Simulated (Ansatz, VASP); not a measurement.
**One calculation of Hf2SiOF2, two programs**

```
Hf Si O F
1.0
     3.74320    0.00000    0.00000
    -1.87160    3.24170    0.00000
     0.00000    0.00000    6.23310
Hf Si O F
2 1 1 2
Direct
  0.33333 0.66667 0.26408
  0.66667 0.33333 0.73592
  0.00000 0.00000 0.50000
  0.00000 0.00000 0.00000
  0.33333 0.66667 0.66814
  0.66667 0.33333 0.33186
```

Change from the starting cell: species swapped into the LiTbCu2P2 type (P-3m1, No. 164).

Alike in both runs: task single point; functional PBE; k mesh 6 × 6 × 4; occupations gaussian, width 0.1 eV; no spin polarisation.

|  | VASP | Ansatz |
| --- | --- | --- |
| version | VASP 6.6.1 | Ansatz 0.2.0 |
| potentials or method | VASP PAW PBE potentials, release 64 (Hf_pv, Si, O, F), cutoff 520 eV | scalar-relativistic, plane waves, PAW |
| valence electrons in the cell | 44 | 76 |

Ansatz gave:

```
gap on the k mesh at the Fermi level (eV)                     : none
pressure (GPa)                                                : 26.4
traceless stress, the component that is largest in VASP (GPa) : -3.67
rms of the force components (eV/Å)                            : 1.620
```

Q: Estimate VASP's values.

A: gap on the k mesh at the Fermi level (eV): none; pressure (GPa): 24.6; traceless stress, the component that is largest in VASP (GPa): -3.13; rms of the force components (eV/Å): 1.604.

Atom by atom the forces differ by 0.033 eV/Å (rms over components). A gap of «none» marks a metal or a gap that the smearing closes. With one functional, cell and mesh, what is left measures potentials, basis and numerics. VASP's potentials hold 44 valence electrons a cell and Ansatz's 76, so a difference there can come from the potentials and not from the codes.

Spin-orbit coupling is off throughout.
